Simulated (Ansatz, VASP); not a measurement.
**Bi: VASP beside Ansatz**

```xyz
2
Lattice="4.5580 0.0000 0.0000 -2.2790 3.9473 0.0000 0.0000 0.0000 28.0000" Properties=species:S:1:pos:R:3 pbc="T T T"
Bi    0.0000    2.6316   14.1850
Bi    2.2790    1.3158   13.8150
```

Alike in both runs: task single point; functional PBE; k mesh 9 × 9 × 1; occupations gaussian, width 0.02 eV; no spin polarisation.

|  | VASP | Ansatz |
| --- | --- | --- |
| version | VASP 6.6.1 | Ansatz 0.2.0 |
| potentials or method | VASP PAW PBE potentials, release 64 (Bi_d), cutoff 520 eV | scalar-relativistic, plane waves, PAW |
| valence electrons in the cell | 30 | 30 |

VASP gave:

```
gap on the k mesh at the Fermi level (eV) : none
rms of the force components (eV/Å)        : 0.625
```

Problem. Which values does Ansatz return?

Solution. gap on the k mesh at the Fermi level (eV): none; rms of the force components (eV/Å): 0.628.

Atom by atom the forces differ by 0.003 eV/Å (rms over components). A gap of «none» marks a metal or a gap that the smearing closes.

Spin-orbit coupling is off throughout.
